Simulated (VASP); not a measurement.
Set up this calculation in VASP 6.6.1, as the native input.

```yaml
Task: single point
Functional: r2SCAN
Potentials_or_basis: VASP PAW PBE potentials, release 64 (Cr_pv, O)
Cutoff: 520 eV
k_mesh: 3 × 3 × 3
Occupations: fermi-dirac, width 0.05 eV
Spin: collinear spin, ferromagnetic start
Starting_moments: "[3.0, 3.0, 3.0, 3.0, 0.0, 0.0, 0.0, 0.0, 0.0, 0.0] μB"
Dipole_correction: no
Further_INCAR_settings: ALGO = Normal; EDIFF = 1e-06; NBANDS = 57
```

Crystal: Cr2O3.

```
Cr O
1.0
     2.40760    1.39003    4.41400
    -2.40760    1.39003    4.41400
     0.00000   -2.78006    4.41400
Cr O
4 6
Direct
  0.84690 0.84690 0.84690
  0.65310 0.65310 0.65310
  0.15310 0.15310 0.15310
  0.34690 0.34690 0.34690
  0.06060 0.43940 0.75000
  0.75000 0.06060 0.43940
  0.43940 0.75000 0.06060
  0.93940 0.56060 0.25000
  0.25000 0.93940 0.56060
  0.56060 0.25000 0.93940
```

One way to write it, as run:

POSCAR

```
Cr2O3
1.0
    2.4076009700      1.3900290700      4.4140000000
   -2.4076009700      1.3900290700      4.4140000000
    0.0000000000     -2.7800581400      4.4140000000
Cr O
4 6
Direct
    0.8469000000      0.8469000000      0.8469000000
    0.6531000000      0.6531000000      0.6531000000
    0.1531000000      0.1531000000      0.1531000000
    0.3469000000      0.3469000000      0.3469000000
    0.0606000000      0.4394000000      0.7500000000
    0.7500000000      0.0606000000      0.4394000000
    0.4394000000      0.7500000000      0.0606000000
    0.9394000000      0.5606000000      0.2500000000
    0.2500000000      0.9394000000      0.5606000000
    0.5606000000      0.2500000000      0.9394000000
```

INCAR.step1

```
PREC = Accurate
ENCUT = 520
ISMEAR = -1
SIGMA = 0.05
LREAL = False
LASPH = True
NELM = 150
ISPIN = 2
MAGMOM = 3 3 3 3 0 0 0 0 0 0
LMAXMIX = 4
NBANDS = 57
GGA = PE
ALGO = Normal
EDIFF = 1E-4
LWAVE = True
LCHARG = False
```

INCAR.step2

```
PREC = Accurate
ENCUT = 520
EDIFF = 1E-6
ISMEAR = -1
SIGMA = 0.05
LREAL = False
LASPH = True
NELM = 150
ALGO = Normal
ISIF = 2
LWAVE = False
LCHARG = True
ISPIN = 2
MAGMOM = 3 3 3 3 0 0 0 0 0 0
LORBIT = 11
LMAXMIX = 4
METAGGA = R2SCAN
LMIXTAU = True
LELF = True
LVHAR = True
NBANDS = 57
ISTART = 1
```

KPOINTS

```
regular mesh
0
Gamma
  3 3 3
```

Potentials or basis: VASP PAW PBE potentials, release 64 (Cr_pv, O).

The run is started by

```bash
$ cat potpaw_PBE.64/Cr_pv/POTCAR potpaw_PBE.64/O/POTCAR > POTCAR
$ cp INCAR.step1 INCAR
$ mpirun -np 1 vasp_std > vasp.out
$ cp INCAR.step2 INCAR
$ mpirun -np 1 vasp_std > vasp.out
```

Results of the run:

```json
{
  "Pressure": "29.7 GPa",
  "Largest force": "0.791 eV/Å",
  "Band gap on the k mesh": "1.09 eV, direct",
  "Net moment": "12.00 μB per cell",
  "Site moments": "Cr +2.88; O +0.02 μB",
  "Valence electrons inside the program's atomic spheres": "Cr 11.02; O 5.16"
}
```

Caveat: the k points lie up to 0.53 Å⁻¹ apart; the PAW data sets were made with another functional, which shifts forces and pressure a little; only a ferromagnetic start was run, and an antiferromagnetic order may lie lower in energy.

Run time: 4.5 min on 1 thread of Intel(R) Xeon(R) Platinum 8259CL CPU @ 2.50GHz (Skylake/Cascade Lake) (shared host), peak memory 0.33 GiB.
